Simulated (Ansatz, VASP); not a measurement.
**One calculation of Li27H26, two programs**

```
CELL_PARAMETERS angstrom
0.00000 6.01065 -6.01065
6.01065 6.01065 0.00000
6.01065 0.00000 -6.01065
ATOMIC_POSITIONS crystal
Li 0.67068 0.32932 0.32932
Li 0.67068 0.67068 0.32932
Li 0.66670 0.00000 0.33330
Li 0.33361 0.33361 0.33361
Li 0.32932 0.67068 0.32932
Li 0.33361 0.99917 0.33361
Li 0.99917 0.33361 0.33361
Li 0.00000 0.66670 0.33330
Li 0.00000 0.00000 0.33330
Li 0.66670 0.33330 0.00000
Li 0.66639 0.66639 0.00083
Li 0.66670 0.00000 0.00000
Li 0.33361 0.33361 0.99917
Li 0.33330 0.66670 0.00000
Li 0.33330 0.00000 0.00000
Li 0.00000 0.33330 0.00000
Li 0.00000 0.66670 0.00000
Li 0.00000 0.00000 0.00000
Li 0.67068 0.32932 0.67068
Li 0.66639 0.66639 0.66639
Li 0.66639 0.00083 0.66639
Li 0.32932 0.32932 0.67068
Li 0.32932 0.67068 0.67068
Li 0.33330 0.00000 0.66670
Li 0.00000 0.33330 0.66670
Li 0.00083 0.66639 0.66639
Li 0.00000 0.00000 0.66670
H 0.50000 0.83338 0.50000
H 0.50000 0.16662 0.50000
H 0.16662 0.50000 0.50000
H 0.16662 0.83338 0.50000
H 0.16659 0.16659 0.50023
H 0.83338 0.50000 0.50000
H 0.83341 0.83341 0.49977
H 0.83338 0.16662 0.50000
H 0.50000 0.50000 0.16662
H 0.50000 0.83338 0.16662
H 0.50023 0.16659 0.16659
H 0.16659 0.50023 0.16659
H 0.16611 0.83389 0.16611
H 0.16659 0.16659 0.16659
H 0.83338 0.50000 0.16662
H 0.83389 0.83389 0.16611
H 0.83389 0.16611 0.16611
H 0.50000 0.50000 0.83338
H 0.49977 0.83341 0.83341
H 0.50000 0.16662 0.83338
H 0.16662 0.50000 0.83338
H 0.16611 0.83389 0.83389
H 0.16611 0.16611 0.83389
H 0.83341 0.49977 0.83341
H 0.83341 0.83341 0.83341
H 0.83389 0.16611 0.83389
```

Change from the starting cell: H vacancy (site b), charge +0, atoms relaxed at the host's cell, started again with a moment of 3 muB.

Alike in both runs: task relaxation of the atoms; functional PBE; k mesh 1 × 1 × 1; occupations gaussian, width 0.01 eV; collinear spin.

```csv
,VASP,Ansatz
version,VASP 6.6.1,Ansatz 0.2.0
potentials or method,"VASP PAW PBE potentials, release 64 (Li_sv, H), cutoff 520 eV","scalar-relativistic, plane waves, PAW"
valence electrons in the cell,107,107
```

|  | VASP | Ansatz | Ansatz less VASP |
| --- | --- | --- | --- |
| gap on the k mesh at the Fermi level, each at its own relaxed structure (eV) | 1.40 | 1.40 | 0.000 |
| net moment per atom (μB) | 0.02 | 0.02 | 0.000 |

Noted on VASP's run: the cutoff is under 1.25 times that of the potentials, so the pressure is a little rough; the relaxation stopped at its first step, so nothing moved.
